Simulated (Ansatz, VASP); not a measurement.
# Two plane-wave programs on PtS2

The input INCAR:

```
PREC = Accurate
ENCUT = 520
EDIFF = 1E-6
ISMEAR = 0
SIGMA = 0.05
LREAL = False
LASPH = True
NELM = 100
ALGO = Normal
ISIF = 2
LWAVE = False
LCHARG = False
LDIPOL = True
IDIPOL = 3
DIPOL = 0.5 0.5 0.376
GGA = PE
IVDW = 12
NBANDS = 31
```

File KPOINTS:

```
regular mesh
0
Gamma
  9 9 1
```

File POSCAR:

```
PtS2
1.0
    3.5415278079      0.0000000000      0.0000000000
   -1.7707639039      3.0670530498      0.0000000000
    0.0000000000      0.0000000000     22.4670615492
S Pt
4 2
Direct
    0.6666666667      0.3333333333      0.2002932155
    0.3333333333      0.6666666667      0.3108341854
    1.0000000000      0.0000000000      0.4416924195
    1.3333333333     -0.3333333333      0.5522333894
    0.0000000000      0.0000000000      0.2555637004
    1.6666666667      0.3333333333      0.4969629044
```

Input for Ansatz:

```yaml
crystal:
  lattice:
    - [3.5415278079, 0.0, 0.0]
    - [-1.7707639039, 3.0670530498, 0.0]
    - [0.0, 0.0, 22.4670615492]
  atoms:
    - { symbol: S, position: [0.6666666667, 0.3333333333, 0.2002932155] }
    - { symbol: Pt, position: [0.0, 0.0, 0.2555637004] }
    - { symbol: S, position: [0.3333333333, 0.6666666667, 0.3108341854] }
    - { symbol: S, position: [1.0, 0.0, 0.4416924195] }
    - { symbol: Pt, position: [1.6666666667, 0.3333333333, 0.4969629044] }
    - { symbol: S, position: [1.3333333333, -0.3333333333, 0.5522333894] }
basis:
  ecutwfc: 420
kpoints:
  mp_grid: { grid: [9, 9, 1] }
hamiltonian:
  xc: pbe
  pseudopotentials: { kind: paw, azcp: { folder: soft_1 } }
  dispersion: d3bj
scf:
  occupations: { method: gaussian, width: 0.05 }
output:
  forces: true
  eigenvalues: true
efield:
  axis: 3
  dipole_correction: true
  ramp_width: 0.04
```

Alike in both runs: task single point; functional PBE; dispersion D3(BJ); k mesh 9 × 9 × 1; occupations gaussian, width 0.05 eV; no spin polarisation.

|  | VASP | Ansatz |
| --- | --- | --- |
| version | VASP 6.6.1 | Ansatz 0.2.0 |
| potentials or method | VASP PAW PBE potentials, release 64 (S, Pt), cutoff 520 eV | scalar-relativistic, plane waves, PAW |
| valence electrons in the cell | 44 | 60 |

Ansatz gave:

* gap on the k mesh at the Fermi level (eV): 1.29
* least direct gap on the mesh (eV): 1.47
* rms of the force components (eV/Å): 0.038

**Question.** Which values does VASP return?

**Answer.** gap on the k mesh at the Fermi level (eV): 1.29; least direct gap on the mesh (eV): 1.47; rms of the force components (eV/Å): 0.042.

VASP's potentials hold 44 valence electrons a cell and Ansatz's 60, so a difference there can come from the potentials and not from the codes.

Spin-orbit coupling is off throughout.
